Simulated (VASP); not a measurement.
A run of VASP 6.6.1:

File INCAR:

```
  ALGO = Normal
  EDIFF = 1E-7
  ENCUT = 520
  GGA = RP
  ISIF = 2
  ISMEAR = -1
  IVDW = 12
  LASPH = T
  LCHARG = F
  LREAL = F
  LWAVE = F
  NBANDS = 28
  NELM = 60
  PREC = Accurate
  SIGMA = 0.05
```

Contents of KPOINTS:

```
k-points
0
Gamma
  6 6 6
```

Contents of POSCAR:

```
BaZrO3
1.0
    4.0669088657      0.0000000000      0.0000000000
    0.0000000000      4.0669088657      0.0000000000
    0.0000000000      0.0000000000      4.0669088657
Ba Zr O
1 1 3
Direct
    0.0000000000      0.0000000000      0.0000000000
    0.5000000000      0.5000000000      0.5000000000
    0.5000000000      0.5000000000      0.0000000000
    0.5000000000      0.0000000000      0.5000000000
    0.0000000000      0.5000000000      0.5000000000
```

Potentials or basis: VASP PAW PBE potentials, release 64 (Ba_sv, Zr_sv, O).

Command:

```bash
$ cat potpaw_PBE.64/Ba_sv/POTCAR potpaw_PBE.64/Zr_sv/POTCAR potpaw_PBE.64/O/POTCAR > POTCAR
$ mpirun -np 1 vasp_std > vasp.out
```

Hardware: 1 thread of Intel Xeon 8259CL, on a shared host.

**Question.** Estimate the wall time of this run.

**Answer.** Run time: 52 s on 1 thread of Intel Xeon 8259CL (shared host), peak memory 0.2 GiB. Counts: scf iterations 18, k points 20.
